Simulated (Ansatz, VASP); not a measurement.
KZnF3: VASP beside Ansatz

File INCAR:

```
PREC     = Accurate       # precision mode
ENCUT    = 600            # plane-wave cutoff, eV
EDIFF    = 1E-6           # SCF threshold, eV
ISMEAR   = 0              # smearing method
SIGMA    = 0.1            # smearing width, eV
LREAL    = F              # projectors in reciprocal space
LASPH    = T              # aspherical terms in the spheres
NELM     = 120            # most SCF steps
ALGO     = Normal         # electronic algorithm
ISIF     = 2              # what is computed and relaxed
LWAVE    = F              # write WAVECAR
LCHARG   = F              # write CHGCAR
NBANDS   = 29             # bands
GGA_COMPAT= F
```

Contents of KPOINTS:

```
regular mesh
0
Gamma
  4 4 4
```

POSCAR

```
KZnF3
1.0
    4.0474167900      0.0000000000      0.0000000000
    0.0000000000      4.0474167900      0.0000000000
    0.0000000000      0.0000000000      4.0474167900
K Zn F
1 1 3
Direct
    0.0000000000      0.0000000000      0.0000000000
    0.5000000000      0.5000000000      0.5000000000
    0.0000000000      0.5000000000      0.5000000000
    0.5000000000      0.0000000000      0.5000000000
    0.5000000000      0.5000000000      0.0000000000
```

Input for Ansatz:

```yaml
crystal:
  lattice:
    - [4.04741679, 0.0, 0.0]
    - [0.0, 4.04741679, 0.0]
    - [0.0, 0.0, 4.04741679]
  atoms:
    - { symbol: K, position: [0.0, 0.0, 0.0] }
    - { symbol: Zn, position: [0.5, 0.5, 0.5] }
    - { symbol: F, position: [0.0, 0.5, 0.5] }
    - { symbol: F, position: [0.5, 0.0, 0.5] }
    - { symbol: F, position: [0.5, 0.5, 0.0] }
basis:
  ecutwfc: 420
kpoints:
  mp_grid: { grid: [4, 4, 4] }
hamiltonian:
  xc: lda
scf:
  occupations: { method: gaussian, width: 0.1 }
output:
  forces: true
  stress: true
  eigenvalues: true
```

Alike in both runs: task single point; functional LDA; k mesh 4 × 4 × 4; occupations gaussian, width 0.1 eV; no spin polarisation.

|  | VASP | Ansatz |
| --- | --- | --- |
| version | VASP 6.6.1 | Ansatz 0.2.0 |
| potentials or method | VASP PAW LDA potentials, release 64 (K_sv, Zn, F), cutoff 600 eV | scalar-relativistic, plane waves, PAW |
| valence electrons in the cell | 42 | 42 |

```csv
,VASP,Ansatz,Ansatz less VASP
gap on the k mesh at the Fermi level (eV),3.60,3.64,+0.037
least direct gap on the mesh (eV),5.41,5.43,+0.022
pressure (GPa),-4.3,-4.7,-0.34
```

LDA's correlation is that of Perdew and Zunger in VASP and of Perdew and Wang (1992) in Ansatz.
